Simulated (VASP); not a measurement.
Set up this calculation in VASP 6.6.1, as the native input.

```
Task                   : relaxation of cell and atoms
Functional             : LDA
Potentials or basis    : VASP PAW LDA potentials, release 64 (B, N)
Cutoff                 : 600 eV
k mesh                 : 10 × 10 × 10
Occupations            : gaussian, width 0.1 eV
Spin                   : no spin polarisation
Dipole correction      : no
Further INCAR settings : ALGO = Normal; EDIFF = 1e-07; IBRION = 2; EDIFFG = -0.05; NSW = 100; ISIF = 3
```

The structure of BN (l) lies in POSCAR:

```
BN
1.0
    0.0000000000      1.8075000000      1.8075000000
    1.8075000000      0.0000000000      1.8075000000
    1.8075000000      1.8075000000      0.0000000000
B N
1 1
Direct
    0.0000000000      0.0000000000      0.0000000000
    0.2500000000      0.2500000000      0.2500000000
```

One way to write it, as run:

INCAR

```
PREC     = Accurate       # precision mode
ENCUT    = 600            # plane-wave cutoff, eV
EDIFF    = 1E-7           # SCF threshold, eV
ISMEAR   = 0              # smearing method
SIGMA    = 0.1            # smearing width, eV
LREAL    = False          # projectors in reciprocal space
LASPH    = True           # aspherical terms in the spheres
NELM     = 120            # most SCF steps
ALGO     = Normal         # electronic algorithm
ISIF     = 3              # what is computed and relaxed
LWAVE    = False          # write WAVECAR
LCHARG   = False          # write CHGCAR
IBRION   = 2              # ionic algorithm
NSW      = 100            # ionic steps
EDIFFG   = -0.05          # ionic threshold
GGA_COMPAT= False        
NELMIN   = 4
```

KPOINTS

```
regular mesh
0
Gamma
  10 10 10
```

Potentials or basis: VASP PAW LDA potentials, release 64 (B, N).

The run is started by

```sh
$ cat potpaw_LDA.64/B/POTCAR potpaw_LDA.64/N/POTCAR > POTCAR
$ mpirun -np 1 vasp_std > vasp.out
```

Results of the run:

```json
{"Relaxed volume": "5.75 Å³/atom", "Relaxed cell": "a = 2.533 Å, b = 2.533 Å, c = 2.533 Å, α = 60.00°, β = 60.00°, γ = 60.00°", "Space group after relaxing (to 0.05 Å)": "F-43m (No. 216)", "Energy gained by relaxing": "5.2 meV/atom", "Ionic steps": "3", "Pressure after relaxing": "-0.1 GPa", "Band gap on the k mesh": "4.38 eV, indirect (least direct gap 8.81 eV)"}
```

Run time: 12 s on 1 thread of AMD EPYC 7R43 64-Core Processor (Zen 3), with other jobs on the host, peak memory 0.08 GiB.
